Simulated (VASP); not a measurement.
Write the native input for VASP 6.6.1 that does the following.

```yaml
Task: single point
Functional: PBEsol
Potentials_or_basis: VASP PAW PBE potentials, release 64 (Pb_d, Se)
Cutoff: 520 eV
k_mesh: 10 × 10 × 10
Occupations: gaussian, width 0.01 eV
Spin: no spin polarisation
Dipole_correction: no
Further_INCAR_settings: ALGO = Normal; EDIFF = 1e-06; NBANDS = 17
```

The structure of PbSe lies in POSCAR:

```
PbSe
1.0
    0.0000000000      3.0515241166      3.0515241166
    3.0515241166      0.0000000000      3.0515241166
    3.0515241166      3.0515241166      0.0000000000
Pb Se
1 1
Direct
    0.0000000000      0.0000000000      0.0000000000
    0.5000000000      0.5000000000      0.5000000000
```

The input as run:

INCAR

```
SYSTEM = PbSe
ALGO = Normal
EDIFF = 1E-6
ENCUT = 520
GGA = PS
ISIF = 2
ISMEAR = 0
LASPH = .TRUE.
LCHARG = .FALSE.
LREAL = .FALSE.
LWAVE = .FALSE.
NBANDS = 17
NELM = 100
PREC = Accurate
SIGMA = 0.01
```

KPOINTS

```
k-points
0
G
  10 10 10
  0 0 0
```

Potentials or basis: VASP PAW PBE potentials, release 64 (Pb_d, Se).

Launch:

```sh
$ cat potpaw_PBE.64/Pb_d/POTCAR potpaw_PBE.64/Se/POTCAR > POTCAR
$ mpirun -np 1 vasp_std > vasp.out
```

Results of the run:

```json
{
 "Pressure": "0.0 GPa",
 "Band gap on the k mesh": "0.17 eV, direct"
}
```

Caveat: the PAW data sets were made with another functional, which shifts forces and pressure a little; spin-orbit coupling is left out, which moves the levels of the heavy elements.

Run time: 28 s on 1 thread of Intel(R) Xeon(R) Platinum 8375C CPU @ 2.90GHz (Ice Lake) (shared host), peak memory 0.2 GiB.
